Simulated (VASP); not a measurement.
TaC2:

```xyz
3
Lattice="2.9805 0.0000 0.0000 -1.4903 2.5812 0.0000 0.0000 0.0000 5.0608" Properties=species:S:1:pos:R:3 pbc="T T T"
Ta    0.0000    0.0000    0.0000
C     0.0000    1.7208    1.2915
C     1.4903    0.8604    3.7693
```

- Program: VASP 6.6.1
- Task: relaxation of cell and atoms
- Functional: PBE
- Potentials or basis: VASP PAW PBE potentials, release 64 (Ta_pv, C)
- Cutoff: 600 eV
- k mesh: 6 × 6 × 4
- Occupations: gaussian, width 0.1 eV
- Spin: no spin polarisation

At the start: pressure 10.6 GPa; volume 12.98 Å³/atom.

**Question.** How do energy, volume and symmetry change on relaxing?

**Answer.** Over 19 steps the energy falls by 212.3 meV/atom and the volume is 17.03 Å³/atom (+31.2 %); space group P-3m1 (No. 164, to 0.05 Å).

The path:
| step | energy change (eV) | largest force (eV/Å) | pressure (GPa) | volume (Å³) |
| --- | --- | --- | --- | --- |
| 1 | 0.0000 | 1.0284 | 10.63 | 38.93 |
| 2 | -0.4316 | 1.4687 | -10.53 | 43.78 |
| 3 | -0.4392 | 1.4311 | -8.11 | 43.06 |
| 4 | -0.5516 | 0.5286 | 6.19 | 40.82 |
| 5 | -0.5821 | 0.1137 | 0.95 | 41.57 |
| 6 | -0.5820 | 0.0864 | 1.16 | 41.54 |
| 7 | -0.5849 | 0.1158 | 0.03 | 41.97 |
| 8 | -0.5852 | 0.1312 | -0.47 | 42.17 |
| 9 | -0.5876 | 0.0706 | 0.00 | 42.31 |
| 10 | -0.5915 | 0.1083 | 1.45 | 42.72 |
| 11 | -0.5932 | 0.1037 | 1.32 | 42.88 |
| 12 | -0.5979 | 0.0947 | 0.94 | 43.38 |
| 13 | -0.6053 | 0.0985 | 0.25 | 44.37 |
| 14 | -0.6102 | 0.1476 | -0.76 | 46.40 |
| 15 | -0.6171 | 0.1779 | -0.29 | 46.90 |
| 16 | -0.6279 | 0.2827 | 1.30 | 48.38 |
| 17 | -0.6284 | 0.3362 | 2.16 | 49.10 |
| 18 | -0.6346 | 0.1740 | 1.02 | 50.07 |
| 19 | -0.6368 | 0.0042 | -0.09 | 51.09 |

Final structure:
```yaml
crystal:
  lattice:
    - [3.22655, 0.00000, 0.00000]
    - [-1.61327, 2.79427, 0.00000]
    - [0.00000, 0.00000, 5.66668]
  atoms:
    - { symbol: Ta, position: [0.00000, 0.00000, 0.00000] }
    - { symbol: C, position: [0.33333, 0.66667, 0.18976] }
    - { symbol: C, position: [0.66667, 0.33333, 0.81024] }
```

Caveat: the k points lie up to 0.37 Å⁻¹ apart in the final cell; the volume moved by over 15 % at a fixed basis, so the end points are rough.
